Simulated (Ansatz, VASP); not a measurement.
**One calculation of Mg3Te, two programs**

```
Te Mg
1.0
    -2.13936    2.13936    5.28249
     2.13936   -2.13936    5.28249
     2.13936    2.13936   -5.28249
Te Mg
1 3
Direct
  0.00000 0.00000 0.00000
  0.25000 0.75000 0.50000
  0.75000 0.25000 0.50000
  0.50000 0.50000 0.00000
```

Alike in both runs: functional PBEsol; k mesh 7 × 7 × 7; occupations fermi-dirac, width 0.05 eV; no spin polarisation.

```csv
,VASP,Ansatz
version,VASP 6.6.1,Ansatz 0.2.0
potentials or method,"VASP PAW PBE potentials, release 64 (Te, Mg), cutoff 520 eV","all-electron LAPW, scalar-relativistic"
task,single point,band structure
```

|  | VASP | Ansatz | Ansatz less VASP |
| --- | --- | --- | --- |
| gap on the k mesh at the Fermi level (eV) | none | none | - |
| pressure (GPa) | -1.1 | -1.1 | +0.03 |
| traceless stress, the component that is largest in VASP (GPa) | 0.04 | 0.06 | +0.022 |

VASP's potentials were made for PBE, not for PBEsol. A gap of «none» marks a metal or a gap that the smearing closes. Ansatz ran all-electron here, and VASP with PAW potentials.

Spin-orbit coupling is off throughout. Noted on Ansatz's run: the k mesh is thin for a metal, which can move the energy by tens of meV per atom.
